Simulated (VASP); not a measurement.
Runs of VASP 6.6.1 on BN. The structure is that of space group R3m (No. 160), or close to it. The cells are those of the table. 

```tsv
cell	gap on the mesh (eV)	pressure (GPa)	largest force (eV/Å)
a = 3.607 Å, angles 39.9°, 2 atoms	4.19	14.6	-
a = 3.645 Å, angles 39.9°, 2 atoms	(b)	(a)	-
a = 3.753 Å, angles 39.9°, 2 atoms	4.07	-13.5	0.01
a = 3.718 Å, angles 39.9°, 2 atoms	4.10	-7.8	0.01
a = 3.681 Å, angles 39.9°, 2 atoms	4.13	-1.3	-
```

Alike in all rows: task single point; level PBEsol; potentials or basis VASP PAW PBE potentials, release 64 (B, N); no spin polarisation; k mesh 10 × 10 × 10; cutoff (eV) 520; smearing gaussian 0.01 eV.

Problem. Fill in the values left out.

Solution. (a) 6.1; (b) 4.16.

Caveats: the PAW data sets were made with another functional, which shifts forces and pressure a little; the cell stands under pressure (at least some runs); the cell stands under tension (at least some runs).

A k mesh can miss the band edges.
